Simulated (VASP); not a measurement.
**ReBi: single point with PBE**

ReBi:

```
Re Bi
1.0
     0.00000    3.18069    3.18069
     3.18069    0.00000    3.18069
     3.18069    3.18069    0.00000
Re Bi
1 1
Cartesian
  0.0000 0.0000 0.0000
  1.5903 1.5903 1.5903
```

```
Program             : VASP 6.6.1
Task                : single point
Functional          : PBE
Potentials or basis : VASP PAW PBE potentials, release 64 (Re, Bi_d)
Cutoff              : 520 eV
k mesh              : 10 × 10 × 10
Occupations         : gaussian, width 0.05 eV
Spin                : no spin polarisation
```

```yaml
Pressure: -4.7 GPa
Band_gap_on_the_k_mesh: zero (bands 11 and 12 overlap by 0.03 eV)
```

Levels at points of the mesh, in eV from the Fermi level:
| k point | band 9 | band 10 | band 11 | band 12 | band 13 | band 14 |
| --- | --- | --- | --- | --- | --- | --- |
| (0.00, 0.00, 0.00) | -2.37 | -0.16 | -0.16 | 1.93 | 5.25 | 5.25 |
| (0.50, 0.00, 0.00) | -2.09 | -0.04 | -0.04 | -0.03 | 2.95 | 2.95 |
| (0.50, 0.50, 0.00) | -1.41 | -0.57 | -0.17 | 0.02 | 0.89 | 0.89 |

Wall time 29 s on 1 thread of AMD EPYC 9R45 96-Core Processor (Zen 5) (shared host), peak memory 0.2 GiB.

Caveat: the cell stands under tension; spin-orbit coupling is left out, which moves the levels of the heavy elements.
